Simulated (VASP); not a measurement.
Input of a VASP 6.6.1 run:

Contents of POSCAR:

```
TiO2
1.0
    2.6805548658     -2.7284128728     -0.0617389515
    2.6752617647      2.7231209861     -0.0543959535
   -2.7090875630      0.0090815493      4.8052823094
Ti O
2 4
Direct
    0.1219484995      0.8575515384      0.2362471605
    0.8755807488      0.1482181876      0.7558577591
    0.3540058329      0.0989456189      0.6738295210
    0.6731971283      0.9418963086      0.3216654504
    0.9681807552      0.6826863602      0.8467382601
    0.0640405078      0.3491038293      0.1745947979
```

INCAR.step1

```
  PREC = Accurate
  ENCUT = 910
  ISMEAR = 0
  SIGMA = 0.02
  LREAL = F
  LASPH = T
  NELM = 120
  NBANDS = 33
  GGA = PE
  ALGO = Normal
  EDIFF = 1E-5
  LWAVE = T
  LCHARG = F
  GGA_COMPAT = F
```

The input INCAR.step2:

```
  PREC = Accurate
  ENCUT = 910
  EDIFF = 1E-6
  ISMEAR = 0
  SIGMA = 0.02
  LREAL = F
  LASPH = T
  NELM = 120
  ALGO = Normal
  ISIF = 2
  LWAVE = F
  LCHARG = F
  METAGGA = R2SCAN
  LMIXTAU = T
  NBANDS = 33
  ISTART = 1
  GGA_COMPAT = F
```

KPOINTS

```
regular mesh
0
Gamma
  2 2 2
```

Potentials or basis: VASP PAW PBE potentials, release 64 (Ti_sv, O_h).

The run is started by

```bash
$ cat potpaw_PBE.64/Ti_sv/POTCAR potpaw_PBE.64/O_h/POTCAR > POTCAR
$ cp INCAR.step1 INCAR
$ mpirun -np 1 vasp_std > vasp.out
$ cp INCAR.step2 INCAR
$ mpirun -np 1 vasp_std > vasp.out
```

(1) Predict the pressure.

(2) Predict the largest force.

(3) Predict the band gap on the k mesh.

## Answers

(1) -2.6 GPa.

(2) 2.188 eV/Å.

(3) 2.58 eV, indirect (least direct gap 3.03 eV).

Caveat: the k points lie up to 0.89 Å⁻¹ apart; the cutoff is under 1.25 times the usual one of these potentials, so pressure, stress and relaxed cells hold a basis-set (Pulay) error; the PAW data sets were made with another functional, which shifts forces and pressure a little.
